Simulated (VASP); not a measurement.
# W (I4/mmm) in VASP: notebook

Runs on W. Level: PBE. Tasks: single point.

Program: VASP 6.6.1. These are calculated values, not measurements. Logs are shortened: lines on timing, memory, paths and dates and some standing lists are left out, and cuts for length are marked.

### Step 1. The cell of the first run

It takes space group I4/mmm (No. 139, tetragonal). The conventional cell has a = 3.196 Å, b = 3.196 Å, c = 3.165 Å, α = 90.00°, β = 90.00°, γ = 90.00°. W (site symmetry 4/mmm) has 14 W at 2.76 to 3.20 Å within 3.6 Å.

### Step 2. Single point, PBE

Input file INCAR:

```
SYSTEM = W
  PREC = Accurate
  ENCUT = 520
  EDIFF = 1E-6
  ISMEAR = -1
  SIGMA = 0.05
  LREAL = .False.
  LASPH = .True.
  NELM = 60
  ALGO = Normal
  ISIF = 2
  LWAVE = .False.
  LCHARG = .False.
  GGA = PE
  NBANDS = 13
```

Input file KPOINTS:

```
regular mesh
0
Gamma
  10 10 10
  0 0 0
```

Input file POSCAR:

```
W
1.0
   -1.5981684500      1.5981684500      1.5823450000
    1.5981684500     -1.5981684500      1.5823450000
    1.5981684500      1.5981684500     -1.5823450000
W
1
Direct
    0.0000000000      0.0000000000      0.0000000000
```

Potentials or basis: VASP PAW PBE potentials, release 64 (W_sv).

On the command line:

```sh
cat potpaw_PBE.64/W_sv/POTCAR > POTCAR
mpirun -np 1 vasp_std > vasp.out
```

OUTCAR:

```text
SYSTEM = W
   PREC = Accurate
   ENCUT = 520
   EDIFF = 1E-6
   ISMEAR = -1
   LREAL = .False.
   LASPH = .True.
   NELM = 60
   ISIF = 2
   GGA = PE

 ion  position               nearest neighbor table
   1  0.000  0.000  0.000-

  LATTYP: Found a body centered tetragonal cell.
 ALAT       =     3.1963369000
 C/A-ratio  =     0.9900990099

  Lattice vectors:

 A1 = (  -1.5981684500,   1.5981684500,   1.5823450000)
 A2 = (   1.5981684500,  -1.5981684500,   1.5823450000)
 A3 = (   1.5981684500,   1.5981684500,  -1.5823450000)

Analysis of symmetry for initial positions (statically):
=====================================================================
 Subroutine PRICEL returns:
 Original cell was already a primitive cell.

 Routine SETGRP: Setting up the symmetry group for a
 body centered tetragonal supercell.

 Subroutine GETGRP returns: Found 16 space group operations
 (whereof 16 operations were pure point group operations)
 out of a pool of 16 trial point group operations.

The static configuration has the point symmetry D_4h.

Analysis of symmetry for dynamics (positions and initial velocities):
=====================================================================
 Subroutine PRICEL returns:
 Original cell was already a primitive cell.

 Routine SETGRP: Setting up the symmetry group for a
 body centered tetragonal supercell.

 Subroutine GETGRP returns: Found 16 space group operations
 (whereof 16 operations were pure point group operations)
 out of a pool of 16 trial point group operations.

The dynamic configuration has the point symmetry D_4h.

 Subroutine INISYM returns: Found 16 space group operations
 (whereof 16 operations are pure point group operations),
 and found     1 'primitive' translations

----------------------------------------------------------------------------------------

                                     Primitive cell

  volume of cell :      16.1661

  direct lattice vectors                    reciprocal lattice vectors
    -1.598168450  1.598168450  1.582345000     0.000000000  0.312858135  0.315986716
     1.598168450 -1.598168450  1.582345000     0.312858135  0.000000000  0.315986716
     1.598168450  1.598168450 -1.582345000     0.312858135  0.312858135  0.000000000

  length of vectors
     2.759003532  2.759003532  2.759003532     0.444665961  0.444665961  0.442448217

  position of ions in fractional coordinates (direct lattice)
     0.000000000  0.000000000  0.000000000

  ion indices of the primitive-cell ions
   primitive index   ion index
                 1           1

----------------------------------------------------------------------------------------

 KPOINTS: regular mesh

Automatic generation of k-mesh.
 Grid dimensions read from file:
 generate k-points for:   10   10   10

 Generating k-lattice:

  Cartesian coordinates                     Fractional coordinates (reciprocal lattice)
     0.000000000  0.031285813  0.031598672     0.100000000 -0.000000000  0.000000000
     0.031285813  0.000000000  0.031598672    -0.000000000  0.100000000  0.000000000
     0.031285813  0.031285813  0.000000000     0.000000000  0.000000000  0.100000000

  Length of vectors
     0.044466596  0.044466596  0.044244822

  Shift w.r.t. Gamma in fractional coordinates (k-lattice)
     0.000000000  0.000000000  0.000000000

 Subroutine IBZKPT returns following result:
 ===========================================

 Found    102 irreducible k-points:

 Following reciprocal coordinates:
            Coordinates               Weight
  0.000000  0.000000  0.000000      1.000000
  0.100000 -0.000000  0.000000      8.000000
  0.200000 -0.000000  0.000000      8.000000
  0.300000 -0.000000  0.000000      8.000000
  0.400000 -0.000000  0.000000      8.000000
  0.500000 -0.000000  0.000000      4.000000
[... 16 lines left out ...]
  0.300000  0.300000  0.000000      8.000000
  0.400000  0.300000  0.000000     16.000000
 [... further k-points ...]
   k-points           NKPTS =    102   k-points in BZ     NKDIM =    102   number of bands    NBANDS=     13
   number of dos      NEDOS =    301   number of ions     NIONS =      1
   total plane-waves  NPLWV =  13824
   dimension x,y,z NGX =    24 NGY =   24 NGZ =   24
   dimension x,y,z NGXF=    48 NGYF=   48 NGZF=   48
   ions per type =               1
   NGX,Y,Z   is equivalent  to a cutoff of  14.46, 14.46, 14.46 a.u.
   NGXF,Y,Z  is equivalent  to a cutoff of  28.92, 28.92, 28.92 a.u.
 SYSTEM =  W
   PREC   = accura    normal or accurate (medium, high low for compatibility)
   ISTART =      0    job   : 0-new  1-cont  2-samecut
   ICHARG =      2    charge: 1-file 2-atom 10-const
   ISPIN  =      1    spin polarized calculation?
   LNONCOLLINEAR =      F non collinear calculations
   LSORBIT =      F    spin-orbit coupling
   LASPH  =      T    aspherical Exc in radial PAW
   ENCUT  =  520.0 eV  38.22 Ry    6.18 a.u.   5.13  5.13  5.13*2*pi/ulx,y,z
   NELM   =     60;   NELMIN=  2; NELMDL= -5     # of ELM steps
   EDIFF  = 0.1E-05   stopping-criterion for ELM
   LREAL  =      F    real-space projection
   EDIFFG = 0.1E-04   stopping-criterion for IOM
   NSW    =      0    number of steps for IOM
   IBRION =     -1    ionic relax: 0-MD 1-quasi-New 2-CG
   NFREE  =      0    steps in history (QN), initial steepest desc. (CG)
   ISIF   =      2    stress and relaxation
   ISYM   =      2    0-nonsym 1-usesym 2-fastsym
   POTIM  = 0.5000    time-step for ionic-motion
   TEBEG  =    0.0;   TEEND  =   0.0 temperature during run
   PSTRESS=    0.0 pullay stress
   NELECT =      14.0000    total number of electrons
   NUPDOWN=      -1.0000    fix difference up-down
   EMIN   =  10.00;   EMAX   =-10.00  energy-range for DOS
   EFERMI =   0.00;   METHOD = LEGACY
   ISMEAR =    -1;   SIGMA  =   0.05  broadening in eV -4-tet -1-fermi 0-gaus
   EFERMI_NEDOS =   21; number of points for ismear=-14 and -15
   IALGO  =     38    algorithm
   IMIX   =      4    mixing-type and parameters
     AMIX     =   0.40;   BMIX     =  1.00
     AMIX_MAG =   1.60;   BMIX_MAG =  1.00
  volume/ion in A,a.u.               =      16.17       109.09
  Fermi-wavevector in a.u.,A,eV,Ry     =   1.560446  2.948815 33.130075  2.434992
  Thomas-Fermi vector in A             =   2.663657
   LORBIT       =      0    0 simple, 1 ext, 2 COOP (PROOUT), +10 PAW based schemes
   GGA     = PE    functional components
[... 5 lines left out ...]
 non-spin polarized calculation
  energy-cutoff  :      520.00
  volume of cell :       16.17
 maximum number of plane-waves:       450
 NGX is ok and might be reduce to    24
   NGX = 11   NGY = 11   NGZ = 11

 number of electron      14.0000002 magnetization

 Free energy of the ion-electron system (eV)
  ---------------------------------------------------
  ext. energy  EPLUGINS =         0.00000000
  ---------------------------------------------------
  free energy    TOTEN  =       -12.94943243 eV

  energy without entropy =      -12.94483694  energy(sigma->0) =      -12.94713469

 E-fermi :  11.3003     XC(G=0): -13.5320

 val. band max:       11.2368712926   @ k =  -0.2000   0.5000   0.2000
 cond. band min:      11.3195677232   @ k =  -0.3000  -0.3000   0.3000
 fundamental gap:      0.0826964306
 Fermi energy:        11.3002588224

 k-point     1 :       0.0000    0.0000    0.0000
  band No.  band energies     occupation
      1     -63.0626      2.00000
      2     -26.6534      2.00000
      3     -26.6534      2.00000
      4     -26.6477      2.00000
      5       1.6335      2.00000
      6       9.8707      2.00000
      7      10.0009      2.00000
      8      10.0009      2.00000
      9      13.2829      0.00000
     10      13.4558      0.00000
     11      25.5724      0.00000
     12      25.5724      0.00000
     13      25.7634      0.00000

 k-point     2 :       0.1000   -0.0000    0.0000
  band No.  band energies     occupation
      1     -63.0509      2.00000
      2     -26.7741      2.00000
      3     -26.6926      2.00000
      4     -26.6514      2.00000
      5       2.0999      2.00000
      6       9.6529      2.00000
      7       9.9152      2.00000
      8      10.3942      2.00000
      9      13.0125      0.00000
     10      13.3513      0.00000
     11      26.0261      0.00000
     12      26.3711      0.00000
     13      26.7328      0.00000

 k-point     3 :       0.2000   -0.0000    0.0000
  band No.  band energies     occupation
      1     -63.0202      2.00000
      2     -27.0882      2.00000
      3     -26.7938      2.00000
      4     -26.6538      2.00000
      5       3.3175      2.00000
      6       9.0039      2.00000
      7       9.5297      2.00000
      8      11.7026      0.00064
      9      12.7060      0.00000
     10      13.4356      0.00000
     11      26.3300      0.00000
     12      28.1034      0.00000
     13      28.5647      0.00000

 k-point     4 :       0.3000   -0.0000    0.0000
  band No.  band energies     occupation
      1     -62.9822      2.00000
      2     -27.4597      2.00000
      3     -26.9165      2.00000
      4     -26.6567      2.00000
      5       4.5961      2.00000
      6       8.3097      2.00000
      7       9.4354      2.00000
      8      13.0092      0.00000
      9      13.6922      0.00000
     10      13.7011      0.00000
     11      24.9719      0.00000
     12      26.1547      0.00000
     13      31.7392      0.00000

 k-point     5 :       0.4000   -0.0000    0.0000
  band No.  band energies     occupation
      1     -62.9512      2.00000
      2     -27.7481      2.00000
      3     -27.0139      2.00000
      4     -26.6592      2.00000
      5       5.0220      2.00000
      6       7.8137      2.00000
      7      10.6531      2.00000
      8      13.3683      0.00000
      9      14.0556      0.00000
     10      15.9387      0.00000
     11      23.2211      0.00000
     12      23.3397      0.00000
     13      29.3985      0.00000

 k-point     6 :       0.5000   -0.0000    0.0000
  band No.  band energies     occupation
      1     -62.9394      2.00000
      2     -27.8556      2.00000
      3     -27.0506      2.00000
      4     -26.6602      2.00000
      5       5.0106      2.00000
      6       7.6365      2.00000
      7      11.7997      0.00009
      8      13.2996      0.00000
      9      14.2451      0.00000
     10      17.1346      0.00000
     11      21.9460      0.00000
     12      22.5832      0.00000
     13      27.6444      0.00000

 k-point     7 :       0.1000    0.1000    0.0000
  band No.  band energies     occupation
      1     -63.0297      2.00000
      2     -26.9917      2.00000
      3     -26.7354      2.00000
      4     -26.6830      2.00000
      5       2.9605      2.00000
      6       9.3057      2.00000
      7       9.4854      2.00000
      8      11.3495      0.54381
      9      12.5746      0.00000
     10      13.5139      0.00000
     11      26.6736      0.00000
     12      27.5191      0.00000
     13      28.0246      0.00000
[... 193 lines left out ...]
 k-point    20 :      -0.4000    0.2000   -0.0000
  band No.  band energies     occupation
      1     -62.9650      2.00000
      2     -27.5296      2.00000
      3     -26.9844      2.00000
      4     -26.7464      2.00000
      5       5.5746      2.00000
      6       8.2390      2.00000
      7       8.7286      2.00000
      8      12.5127      0.00000
      9      14.0979      0.00000
     10      15.4027      0.00000
     11      24.2991      0.00000
     12      27.0088      0.00000
     13      28.6752      0.00000

 k-point    21 :      -0.3000    0.2000   -0.0000
  band No.  band energies     occupation
      1     -62.9959      2.00000
      2     -27.3136      2.00000
      3     -26.8504      2.00000
      4     -26.6940      2.00000
      5       4.2999      2.00000
      6       8.7439      2.00000
      7       9.0048      2.00000
      8      12.3924      0.00000
      9      13.1565      0.00000
     10      13.8314      0.00000
     11      26.0311      0.00000
     12      27.3191      0.00000
     13      29.4913      0.00000

 k-point    22 :      -0.2000    0.2000    0.0000
  band No.  band energies     occupation
      1     -63.0206      2.00000
      2     -27.0917      2.00000
      3     -26.7846      2.00000
      4     -26.6533      2.00000
      5       3.2991      2.00000
      6       9.1009      2.00000
      7       9.4651      2.00000
      8      11.7526      0.00024
      9      12.5658      0.00000
     10      13.5022      0.00000
     11      26.2398      0.00000
     12      27.9607      0.00000
     13      28.7042      0.00000

 k-point    23 :       0.3000    0.3000    0.0000
  band No.  band energies     occupation
      1     -62.9263      2.00000
      2     -27.5951      2.00000
      3     -27.3629      2.00000
      4     -26.8030      2.00000
      5       6.7714      2.00000
      6       8.1295      2.00000
      7       8.9527      2.00000
      8      13.4656      0.00000
      9      14.2280      0.00000
     10      19.5541      0.00000
     11      20.6237      0.00000
     12      23.5915      0.00000
     13      27.8778      0.00000

 k-point    24 :       0.4000    0.3000    0.0000
  band No.  band energies     occupation
      1     -62.9266      2.00000
      2     -27.5959      2.00000
      3     -27.3606      2.00000
      4     -26.8004      2.00000
      5       6.7956      2.00000
      6       8.1618      2.00000
      7       8.9003      2.00000
      8      13.5252      0.00000
      9      14.0867      0.00000
     10      19.5338      0.00000
     11      20.6596      0.00000
     12      23.6487      0.00000
     13      27.9138      0.00000

 [... further k-points ...]
[... 5 lines left out ...]
  --------------------------------------------------------------------------------------
  -------------------------------------------------------------------------------------
  Total       -0.1018807     -0.1018807      0.2247052      0.0000000      0.0000000     -0.0000000
  in kB      -10.0970882    -10.0970882     22.2698593      0.0000000      0.0000000     -0.0000000
  external PRESSURE =       0.6918943 kB  Pullay stress =       0.0000000 kB

 VOLUME and BASIS-vectors are now :
 -----------------------------------------------------------------------------
  energy-cutoff  :      520.00
  volume of cell :       16.17
      direct lattice vectors                 reciprocal lattice vectors
    -1.598168450  1.598168450  1.582345000     0.000000000  0.312858135  0.315986716
     1.598168450 -1.598168450  1.582345000     0.312858135  0.000000000  0.315986716
     1.598168450  1.598168450 -1.582345000     0.312858135  0.312858135  0.000000000

 POSITION                                       TOTAL-FORCE (eV/Angst)
 -----------------------------------------------------------------------------------
      0.00000      0.00000      0.00000        -0.000000      0.000000      0.000000
 -----------------------------------------------------------------------------------
    total drift:                                0.000000      0.000000      0.000000

  FREE ENERGIE OF THE ION-ELECTRON SYSTEM (eV)
  ---------------------------------------------------
  free  energy   TOTEN  =       -12.9494324277 eV

  energy  without entropy=      -12.9448369442  energy(sigma->0) =      -12.94713469
```

It took 15 s on 1 thread of Intel Xeon Platinum 8488C (Sapphire Rapids), shared host; peak memory 0.15 GiB.

What came out:

```
Free energy            : -12.9494 eV
Pressure               : 0.1 GPa
Band gap on the k mesh : zero (band 7 reaches 16.16 eV, above the bottom of band 8 at 10.00 eV)
```

Stress tensor (GPa, compression positive):
```
-1.01  0.00  0.00
 0.00 -1.01  0.00
 0.00  0.00  2.23
```

Caveat: spin-orbit coupling is left out, which moves the levels of the heavy elements.

(Continued in part 2 of 2.)
